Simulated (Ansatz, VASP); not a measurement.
## Two plane-wave programs on Ti

Contents of INCAR:

```
PREC = Accurate
ENCUT = 520
EDIFF = 1E-6
ISMEAR = -1
SIGMA = 0.05
LREAL = F
LASPH = T
NELM = 150
ALGO = Normal
ISIF = 2
LWAVE = F
LCHARG = F
ISPIN = 2
MAGMOM = 1 1
LORBIT = 11
LMAXMIX = 4
GGA = PE
NBANDS = 23
```

KPOINTS

```
regular mesh
0
Gamma
  20 20 11
```

File POSCAR:

```
Ti
1.0
    2.9388916154      0.0000000000      0.0000000000
   -1.4694458077      2.5451547979      0.0000000000
    0.0000000000      0.0000000000      4.6516165707
Ti
2
Direct
    0.3333333333      0.6666666667      0.2500000000
    0.6666666667      0.3333333333      0.7500000000
```

Input for Ansatz:

```yaml
crystal:
  lattice:
    - [2.9388916154, 0.0, 0.0]
    - [-1.4694458077, 2.5451547979, 0.0]
    - [0.0, 0.0, 4.6516165707]
  atoms:
    - { symbol: Ti, position: [0.3333333333, 0.6666666667, 0.25], spin: 1.0 }
    - { symbol: Ti, position: [0.6666666667, 0.3333333333, 0.75], spin: 1.0 }
hamiltonian:
  xc: pbe
  pseudopotentials:
    kind: paw
    azcp:
      Ti: "pseudopotentials/Ti.paw.azcp"
basis:
  ecutwfc: 420
  fft_grid_basis: typed
kpoints:
  mp_grid: { grid: [20, 20, 11], shift: [0, 0, 0] }
magnetization:
  spin_polarized: true
scf:
  occupations: { method: fermi_dirac, width: 0.05 }
output:
  stress: true
```

Alike in both runs: task single point; functional PBE; k mesh 20 × 20 × 11; occupations fermi-dirac, width 0.05 eV; collinear spin.

|  | VASP | Ansatz |
| --- | --- | --- |
| version | VASP 6.6.1 | Ansatz 0.2.0 |
| potentials or method | VASP PAW PBE potentials, release 64 (Ti_sv), cutoff 520 eV | plane waves (420 eV) with PAW, scalar-relativistic |
| valence electrons in the cell | 24 | 24 |

|  | VASP | Ansatz | Ansatz less VASP |
| --- | --- | --- | --- |
| pressure (GPa) | -0.3 | 0.0 | +0.26 |
| net moment per atom (μB) | 0.00 | 0.00 | 0.000 |

The functional is the same, so the differences come from potentials, cutoffs and numerics. Ansatz's warnings: seeded moment not kept.
